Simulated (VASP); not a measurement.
# CdO2 in VASP: single point with PBEsol

Aim: the single point of CdO2 with PBEsol.

Everything below comes from runs of VASP 6.6.1. Logs are shortened: lines on timing, memory, paths and dates and some standing lists are left out, and cuts for length are marked.

### Step 1. The cell of the first run

The typed cell holds 12 atoms: a = 3.489 Å, b = 8.889 Å, c = 5.297 Å, α = 90.00°, β = 90.00°, γ = 113.11°.

### Step 2. Single point, PBEsol

Input file INCAR:

```
SYSTEM = CdO2
ALGO = Normal
EDIFF = 1E-6
ENCUT = 520
GGA = PS
ISIF = 2
ISMEAR = -1
LASPH = .TRUE.
LCHARG = .TRUE.
LELF = .TRUE.
LREAL = .FALSE.
LVHAR = .TRUE.
LWAVE = .FALSE.
NBANDS = 60
NELM = 60
PREC = Accurate
SIGMA = 0.05
```

Input file KPOINTS:

```
k-points
0
G
  6 6 4
  0 0 0
```

Input file POSCAR:

```
CdO2
1.0
    3.4894871467     -0.0005318839     -0.0018019858
   -3.4883043247      8.1761263937      0.0158787270
    0.0027656658     -0.0093665278      5.2971503247
Cd O
4 8
Direct
    0.8757158274      0.1283905720      0.2502575090
    0.6257296522      0.3783932205      0.7502648863
    0.3756908806      0.6283902681      0.2502652423
    0.1256907319      0.8783932324      0.7502681026
    0.6993642313      0.4520660263      0.3308429786
    0.8020226866      0.0547219257      0.8308265545
    0.5520288620      0.3047110990      0.1696777431
    0.9494012163      0.2020741179      0.6696738541
    0.1993937480      0.9520688436      0.3308445063
    0.3020517104      0.5547177455      0.8308400124
    0.0520230884      0.8047121451      0.1696853528
    0.4493755339      0.7020700563      0.6696873920
```

Potentials or basis: VASP PAW PBE potentials, release 64 (Cd, O).

The run is started by

```bash
$ cat potpaw_PBE.64/Cd/POTCAR potpaw_PBE.64/O/POTCAR > POTCAR
$ mpirun -np 1 vasp_std > vasp.out
```

OUTCAR:

```text
SYSTEM = CdO2
   EDIFF = 1E-6
   ENCUT = 520
   GGA = PS
   ISIF = 2
   ISMEAR = -1
   LASPH = .TRUE.
   LREAL = .FALSE.
   NELM = 60
   PREC = Accurate

 ion  position               nearest neighbor table
   1  0.876  0.128  0.250-   8 2.30   6 2.30   7 2.30   9 2.30   9 2.30   7 2.30   4 3.77   4 3.77
                             2 3.77   2 3.77   2 3.77   2 3.77   4 3.77   4 3.77
   2  0.626  0.378  0.750-   7 2.30   5 2.30   8 2.30  10 2.30   8 2.30  10 2.30   3 3.77   1 3.77
                             3 3.77   3 3.77   1 3.77   1 3.77   1 3.77   3 3.77
   3  0.376  0.628  0.250-  12 2.30  10 2.30  11 2.30   5 2.30   5 2.30  11 2.30   2 3.77   4 3.77
                             4 3.77   2 3.77   2 3.77   4 3.77   4 3.77   2 3.77
   4  0.126  0.878  0.750-  11 2.30   9 2.30  12 2.30   6 2.30   6 2.30  12 2.30   1 3.77   1 3.77
                             3 3.77   3 3.77   3 3.77   1 3.77   3 3.77   1 3.77
   5  0.699  0.452  0.331-   7 1.48   2 2.30   3 2.30   3 2.30
   6  0.802  0.055  0.831-   8 1.48   1 2.30   4 2.30   4 2.30
   7  0.552  0.305  0.170-   5 1.48   2 2.30   1 2.30   1 2.30
   8  0.949  0.202  0.670-   6 1.48   1 2.30   2 2.30   2 2.30
   9  0.199  0.952  0.331-  11 1.48   4 2.30   1 2.30   1 2.30
  10  0.302  0.555  0.831-  12 1.48   3 2.30   2 2.30   2 2.30
  11  0.052  0.805  0.170-   9 1.48   4 2.30   3 2.30   3 2.30
  12  0.449  0.702  0.670-  10 1.48   3 2.30   4 2.30   4 2.30

  LATTYP: Found a simple monoclinic cell.
 ALAT       =     5.2971593277
 B/A-ratio  =     0.6587469692
 C/A-ratio  =     1.8390007099
 COS(beta)  =    -0.5437346856

  Lattice vectors:

 A1 = (   0.0027656658,  -0.0093665278,   5.2971503247)
 A2 = (  -3.4894871467,   0.0005318839,   0.0018019858)
 A3 = (  -0.0039484878,  -8.1662279820,  -5.3112270659)

Analysis of symmetry for initial positions (statically):
=====================================================================
 Subroutine PRICEL returns:
 Original cell was already a primitive cell.

 Routine SETGRP: Setting up the symmetry group for a
 simple monoclinic supercell.

 Subroutine GETGRP returns: Found  1 space group operations
 (whereof  1 operations were pure point group operations)
 out of a pool of  4 trial point group operations.

The static configuration has the point symmetry C_1 .

Analysis of symmetry for dynamics (positions and initial velocities):
=====================================================================
 Subroutine PRICEL returns:
 Original cell was already a primitive cell.

 Routine SETGRP: Setting up the symmetry group for a
 simple monoclinic supercell.

 Subroutine GETGRP returns: Found  1 space group operations
 (whereof  1 operations were pure point group operations)
 out of a pool of  4 trial point group operations.

The dynamic configuration has the point symmetry C_1 .

 Subroutine INISYM returns: Found  1 space group operations
 (whereof  1 operations are pure point group operations),
 and found     1 'primitive' translations

----------------------------------------------------------------------------------------

                                     Primitive cell

  volume of cell :     151.1210

  direct lattice vectors                    reciprocal lattice vectors
     3.489487147 -0.000531884 -0.001801986     0.286593735  0.122273686  0.000066575
    -3.488304325  8.176126394  0.015878727     0.000018755  0.122314889  0.000216270
     0.002765666 -0.009366528  5.297150325     0.000097437 -0.000325056  0.188780122

  length of vectors
     3.489487653  8.889182302  5.297159328     0.311587592  0.122315081  0.188780427

  position of ions in fractional coordinates (direct lattice)
     0.875715827  0.128390572  0.250257509
     0.625729652  0.378393221  0.750264886
     0.375690881  0.628390268  0.250265242
     0.125690732  0.878393232  0.750268103
     0.699364231  0.452066026  0.330842979
     0.802022687  0.054721926  0.830826554
     0.552028862  0.304711099  0.169677743
     0.949401216  0.202074118  0.669673854
     0.199393748  0.952068844  0.330844506
     0.302051710  0.554717745  0.830840012
     0.052023088  0.804712145  0.169685353
     0.449375534  0.702070056  0.669687392

  ion indices of the primitive-cell ions
   primitive index   ion index
                 1           1
                 2           2
                 3           3
                 4           4
                 5           5
                 6           6
                 7           7
                 8           8
                 9           9
                10          10
                11          11
                12          12

----------------------------------------------------------------------------------------

 KPOINTS: k-points

Automatic generation of k-mesh.
 Grid dimensions read from file:
 generate k-points for:    6    6    4

 Generating k-lattice:

  Cartesian coordinates                     Fractional coordinates (reciprocal lattice)
     0.047765623  0.020378948  0.000011096     0.166666667 -0.000000000  0.000000000
     0.000003126  0.020385815  0.000036045    -0.000000000  0.166666667 -0.000000000
     0.000024359 -0.000081264  0.047195031    -0.000000000  0.000000000  0.250000000

  Length of vectors
     0.051931265  0.020385847  0.047195107

  Shift w.r.t. Gamma in fractional coordinates (k-lattice)
     0.000000000  0.000000000  0.000000000

 Subroutine IBZKPT returns following result:
 ===========================================

 Found     76 irreducible k-points:

 Following reciprocal coordinates:
            Coordinates               Weight
  0.000000  0.000000  0.000000      1.000000
  0.166667 -0.000000  0.000000      2.000000
  0.166667 -0.333333  0.000000      2.000000
  0.333333 -0.000000  0.000000      2.000000
  0.333333  0.333333  0.000000      2.000000
  0.500000 -0.000000  0.000000      1.000000
[... 16 lines left out ...]
  0.166667 -0.333333 -0.250000      2.000000
  0.333333 -0.000000  0.250000      2.000000
 [... further k-points ...]
   k-points           NKPTS =     76   k-points in BZ     NKDIM =     76   number of bands    NBANDS=     60
   number of dos      NEDOS =    301   number of ions     NIONS =     12
   total plane-waves  NPLWV =  78400
   dimension x,y,z NGX =    28 NGY =   70 NGZ =   40
   dimension x,y,z NGXF=    56 NGYF=  140 NGZF=   80
   ions per type =               4   8
   NGX,Y,Z   is equivalent  to a cutoff of  13.34, 13.09, 12.55 a.u.
   NGXF,Y,Z  is equivalent  to a cutoff of  26.68, 26.18, 25.11 a.u.
 SYSTEM =  CdO2
   PREC   = accura    normal or accurate (medium, high low for compatibility)
   ISTART =      0    job   : 0-new  1-cont  2-samecut
   ICHARG =      2    charge: 1-file 2-atom 10-const
   ISPIN  =      1    spin polarized calculation?
   LNONCOLLINEAR =      F non collinear calculations
   LSORBIT =      F    spin-orbit coupling
   LASPH  =      T    aspherical Exc in radial PAW
   ENCUT  =  520.0 eV  38.22 Ry    6.18 a.u.   6.49 16.53  9.85*2*pi/ulx,y,z
   NELM   =     60;   NELMIN=  2; NELMDL= -5     # of ELM steps
   EDIFF  = 0.1E-05   stopping-criterion for ELM
   LREAL  =      F    real-space projection
   EDIFFG = 0.1E-04   stopping-criterion for IOM
   NSW    =      0    number of steps for IOM
   IBRION =     -1    ionic relax: 0-MD 1-quasi-New 2-CG
   NFREE  =      0    steps in history (QN), initial steepest desc. (CG)
   ISIF   =      2    stress and relaxation
   ISYM   =      2    0-nonsym 1-usesym 2-fastsym
   POTIM  = 0.5000    time-step for ionic-motion
   TEBEG  =    0.0;   TEEND  =   0.0 temperature during run
   PSTRESS=    0.0 pullay stress
   NELECT =      96.0000    total number of electrons
   NUPDOWN=      -1.0000    fix difference up-down
   EMIN   =  10.00;   EMAX   =-10.00  energy-range for DOS
   EFERMI =   0.00;   METHOD = LEGACY
   ISMEAR =    -1;   SIGMA  =   0.05  broadening in eV -4-tet -1-fermi 0-gaus
   EFERMI_NEDOS =   21; number of points for ismear=-14 and -15
   IALGO  =     38    algorithm
   IMIX   =      4    mixing-type and parameters
     AMIX     =   0.40;   BMIX     =  1.00
     AMIX_MAG =   1.60;   BMIX_MAG =  1.00
  volume/ion in A,a.u.               =      12.59        84.98
  Fermi-wavevector in a.u.,A,eV,Ry     =   1.407312  2.659434 26.946701  1.980527
  Thomas-Fermi vector in A             =   2.529584
   LORBIT       =      0    0 simple, 1 ext, 2 COOP (PROOUT), +10 PAW based schemes
   GGA     = PS    functional components
   LHFCALC =     F    Hartree Fock is set to
   AEXX    =    0.0000 exact exchange contribution
   IVDW    =     0    specifies the selected vdW correction
   LEPSILON=     F    determine dielectric tensor
   LRPA    =     F    only Hartree local field effects (RPA)
 non-spin polarized calculation
  energy-cutoff  :      520.00
  volume of cell :      151.12
 maximum number of plane-waves:      4100
 NGX is ok and might be reduce to    28
   NGX = 13   NGY = 33   NGZ = 19

 number of electron      96.0000027 magnetization

 Free energy of the ion-electron system (eV)
  ---------------------------------------------------
  ext. energy  EPLUGINS =         0.00000000
  ---------------------------------------------------
  free energy    TOTEN  =       -52.92729992 eV

  energy without entropy =      -52.92727445  energy(sigma->0) =      -52.92728719

 E-fermi :   2.6636     XC(G=0): -11.0853

 val. band max:        2.2447579724   @ k =   0.0000   0.0000   0.0000
 cond. band min:       3.0307978471   @ k =   0.0000   0.5000   0.0000
 fundamental gap:      0.7860398747
 Fermi energy:         2.6635930701

 k-point     1 :       0.0000    0.0000    0.0000
  band No.  band energies     occupation
      1     -19.7173      2.00000
      2     -19.4322      2.00000
      3     -19.4322      2.00000
      4     -19.3916      2.00000
      5     -13.5991      2.00000
      6     -13.5988      2.00000
[... 1501 lines left out ...]
     59      10.1728      0.00000
     60      10.5942      0.00000

 [... further k-points ...]

------------------------ aborting loop because EDIFF is reached ----------------------------------------

  FORCE on cell =-STRESS in cart. coord.  units (eV):
  Direction    XX          YY          ZZ          XY          YZ          ZX
  --------------------------------------------------------------------------------------
  -------------------------------------------------------------------------------------
  Total        0.9418209      1.5563324      1.2054494      0.0010458      0.0031181      0.0000167
  in kB        9.9851411     16.5001632     12.7801178      0.0110879      0.0330582      0.0001770
  external PRESSURE =      13.0884740 kB  Pullay stress =       0.0000000 kB

 VOLUME and BASIS-vectors are now :
 -----------------------------------------------------------------------------
  energy-cutoff  :      520.00
  volume of cell :      151.12
      direct lattice vectors                 reciprocal lattice vectors
     3.489487147 -0.000531884 -0.001801986     0.286593735  0.122273686  0.000066575
    -3.488304325  8.176126394  0.015878727     0.000018755  0.122314889  0.000216270
     0.002765666 -0.009366528  5.297150325     0.000097437 -0.000325056  0.188780122

 POSITION                                       TOTAL-FORCE (eV/Angst)
 -----------------------------------------------------------------------------------
      2.60863      1.04693      1.32611        -0.000072      0.000036     -0.000049
      0.86560      3.08643      3.97915        -0.000117      0.000143     -0.000116
     -0.88036      5.13525      1.33499         0.000102      0.000045      0.000001
     -2.62343      7.17476      3.98800         0.000132      0.000134     -0.000136
      0.86439      3.69268      1.75844        -0.000023      0.114257      0.085569
      2.61006      0.43920      4.40044         0.000151     -0.114469      0.085180
      0.86384      2.48947      0.90265         0.000116     -0.114179     -0.085604
      2.60988      1.64541      3.54886        -0.000108      0.114100     -0.084780
     -2.62441      7.78103      1.76729        -0.000114      0.114310      0.085709
     -0.87872      4.52750      4.40935         0.000090     -0.114313      0.084992
     -2.62508      6.57781      0.91153         0.000006     -0.114338     -0.085814
     -0.87909      5.73370      3.55777        -0.000161      0.114273     -0.084952
 -----------------------------------------------------------------------------------
    total drift:                                0.000037      0.000479     -0.000616

  FREE ENERGIE OF THE ION-ELECTRON SYSTEM (eV)
  ---------------------------------------------------
  free  energy   TOTEN  =       -52.9272999180 eV

  energy  without entropy=      -52.9272744546  energy(sigma->0) =      -52.92728719
```

Wall time 12 min (1 thread of Intel Xeon Platinum 8488C (Sapphire Rapids), shared host); peak memory 0.59 GiB.

What came out:

```
Free energy            : -52.9273 eV
Pressure               : 1.3 GPa
Largest force          : 0.143 eV/Å
Band gap on the k mesh : 0.79 eV
```

Forces on the atoms (eV/Å):
```
Cd   0.000  0.000  0.000
Cd   0.000  0.000  0.000
Cd   0.000  0.000  0.000
Cd   0.000  0.000  0.000
O    0.000  0.114  0.086
O    0.000 -0.114  0.085
O    0.000 -0.114 -0.086
O    0.000  0.114 -0.085
O    0.000  0.114  0.086
O    0.000 -0.114  0.085
O    0.000 -0.114 -0.086
O    0.000  0.114 -0.085
```

Stress tensor (GPa, compression positive):
```
1.00 0.00 0.00
0.00 1.65 0.00
0.00 0.00 1.28
```

Caveat: the PAW data sets were made with another functional, which shifts forces and pressure a little.
